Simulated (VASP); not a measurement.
Set up this calculation in VASP 6.6.1, as the native input.

* Task: single point
* Functional: PBEsol
* Potentials or basis: VASP PAW PBE potentials, release 64 (Nb_sv)
* Cutoff: 520 eV
* k mesh: 13 × 13 × 13
* Occupations: fermi-dirac, width 0.1 eV
* Spin: no spin polarisation
* Dipole correction: no
* Further INCAR settings: ALGO = Normal; EDIFF = 1e-06; NBANDS = 12

The structure of Nb lies in POSCAR:

```
Nb
1.0
    2.7214987538      0.0000000000      0.0000000000
    0.0000000000      2.7214987538      0.0000000000
    0.0000000000      0.0000000000      2.7214987538
Nb
1
Direct
    0.0000000000      0.0000000000      0.0000000000
```

This cell differs from its parent crystal: volume scaled by 1.04.

These files were run (other wordings do the same):

INCAR

```
SYSTEM = Nb
PREC = Accurate
ENCUT = 520
EDIFF = 1E-6
ISMEAR = -1
SIGMA = 0.1
LREAL = .False.
LASPH = .True.
NELM = 80
ALGO = Normal
ISIF = 2
LWAVE = .False.
LCHARG = .False.
GGA = PS
NBANDS = 12
```

KPOINTS

```
Automatic mesh
0
Gamma
  13 13 13
  0 0 0
```

Potentials or basis: VASP PAW PBE potentials, release 64 (Nb_sv).

Launch:

```console
$ cat potpaw_PBE.64/Nb_sv/POTCAR > POTCAR
$ mpirun -np 1 vasp_std > vasp.out
```

Results of the run:

The pressure is -5.7 GPa.

Caveat: the PAW data sets were made with another functional, which shifts forces and pressure a little.

It took 10 s on 1 thread of Intel(R) Xeon(R) Platinum 8375C CPU @ 2.90GHz (Ice Lake) (shared host), peak memory 0.13 GiB.
